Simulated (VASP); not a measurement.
Runs of VASP 6.6.1 on Sn. The structure is that of space group Fd-3m (No. 227), or close to it. The cells are those of the table. This isn't the form of Sn at room conditions, which is tetragonal (white tin).

```tsv
task	cell	cutoff (eV)	gap on the mesh (eV)	pressure (GPa)
single point	a = 4.509 Å, angles 60.0°, 2 atoms	520	none	6.2
single point	a = 4.609 Å, angles 60.0°, 2 atoms	520	none	2.5
single point	a = 4.752 Å, angles 60.0°, 2 atoms	520	none	-1.0
relaxation of cell and atoms	relaxed from a = 4.706 Å, angles 60.0°, 2 atoms	600	none	0.0
single point	a = 4.857 Å, angles 60.0°, 2 atoms	520	none	-2.7
single point	a = 4.658 Å, angles 60.0°, 2 atoms	520	none	(a)
single point	a = 4.560 Å, angles 60.0°, 2 atoms	520	none	(b)
single point	a = 4.798 Å, angles 60.0°, 2 atoms	520	none	-1.8
```

Alike in all rows: level PBE; potentials or basis VASP PAW PBE potentials, release 64 (Sn_d); no spin polarisation; k mesh 12 × 12 × 12; smearing gaussian 0.1 eV.

Task: Estimate the missing entries.

Result: (a) 1.1; (b) 4.2.

Caveats: spin-orbit coupling is left out, which moves the levels of the heavy elements; the cell stands under pressure (at least some runs); the relaxation stopped at its first step, so nothing moved (at least some runs).

A k mesh can miss the band edges, and the runs leave out spin-orbit coupling on Sn.

A gap of «none» marks levels without a gap at the run's occupations.
